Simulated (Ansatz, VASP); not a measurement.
Be3F2 in VASP and in Ansatz

```
Be F
1.0
     4.04739    0.00000    0.00000
    -2.02370    3.50515    0.00000
     0.00000    0.00000    6.19315
Be F
3 2
Cartesian
  2.0237 0.0000 0.0000
  -1.0118 1.7526 0.0000
  1.0118 1.7526 0.0000
  0.0000 0.0000 1.1515
  0.0000 0.0000 5.0417
```

Alike in both runs: functional PBE; k mesh 12 × 12 × 6; occupations gaussian, width 0.02 eV; no spin polarisation.

Ansatz relaxed the structure, and its values are those at the end. VASP's run is a single point on that final structure, the one shown.

|  | VASP | Ansatz |
| --- | --- | --- |
| version | VASP 6.6.1 | Ansatz 0.2.0 |
| potentials or method | VASP PAW PBE potentials, release 64 (Be, F), cutoff 520 eV | scalar-relativistic, plane waves, PAW |
| valence electrons in the cell | 20 | 20 |

```csv
,VASP,Ansatz,Ansatz less VASP
gap on the k mesh at the Fermi level (eV),1.48,1.47,-0.008
least direct gap on the mesh (eV),1.99,1.98,-0.012
pressure (GPa),-0.1,0.0,+0.11
```

Ansatz's warnings: xc potential rough in thin density.
